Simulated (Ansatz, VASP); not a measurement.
Two plane-wave programs on As

```xyz
2
Lattice="3.1823 0.0000 0.0000 2.2615 4.4584 0.0000 1.0750 0.7434 3.0594" Properties=species:S:1:pos:R:3 pbc="T T T"
As    1.2035    0.2195    0.5404
As    2.6191    0.8389    0.8891
```

Alike in both runs: task relaxation of cell and atoms; functional PBE; k mesh 6 × 4 × 6; occupations gaussian, width 0.1 eV; no spin polarisation.

|  | VASP | Ansatz |
| --- | --- | --- |
| version | VASP 6.6.1 | Ansatz 0.2.0 |
| potentials or method | VASP PAW PBE potentials, release 64 (As), cutoff 600 eV | scalar-relativistic, plane waves, PAW |
| valence electrons in the cell | 10 | 30 |

Ansatz gave:

| Item | Value |
| --- | --- |
| relaxed volume (Å³/atom) | 27.26 |
| relaxed cell length with the largest relative difference (Å) | 3.652 |

Problem. What did VASP give for the same quantities?

Solution. Relaxed volume (Å³/atom): 29.73; relaxed cell length with the largest relative difference (Å): 5.447.

One of these differences is far larger than is usual between the two programs; its cause wasn't traced. VASP's potentials hold 10 valence electrons a cell and Ansatz's 30, so a difference there can come from the potentials and not from the codes.

Noted on VASP's run: the volume moved by over 15 % at a fixed basis, so the end points are rough.
